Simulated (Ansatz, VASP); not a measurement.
**Two plane-wave programs on Lu2AlN3**

```xyz
6
Lattice="4.0379 0.0000 0.0000 0.0000 4.0379 0.0000 0.0000 0.0000 6.8732" Properties=species:S:1:pos:R:3 pbc="T T T"
Lu    0.0000    0.0000    4.5375
Lu    0.0000    0.0000    2.3357
Al    0.0000    0.0000    0.0000
N     2.0189    2.0189    3.4366
N     2.0189    0.0000    3.4366
N     0.0000    2.0189    3.4366
```

Alike in both runs: task single point; functional PBE; k mesh 4 × 4 × 4; occupations gaussian, width 0.1 eV; no spin polarisation.

```csv
,VASP,Ansatz
version,VASP 6.6.1,Ansatz 0.2.0
potentials or method,"VASP PAW PBE potentials, release 64 (Lu, Al, N), cutoff 520 eV","scalar-relativistic, plane waves, PAW"
valence electrons in the cell,68,68
```

|  | VASP | Ansatz | Ansatz less VASP |
| --- | --- | --- | --- |
| gap on the k mesh at the Fermi level (eV) | none | none | - |
| pressure (GPa) | 14.9 | 13.6 | -1.26 |
| traceless stress, the component that is largest in VASP (GPa) | 49.07 | 47.35 | -1.716 |
| rms of the force components (eV/Å) | 1.377 | 1.086 | -0.2909 |

Atom by atom the forces differ by 0.291 eV/Å (rms over components). A gap of «none» marks a metal or a gap that the smearing closes.

The k mesh is coarse, so the values compare programs but aren't converged. Neither program's run includes spin-orbit coupling.
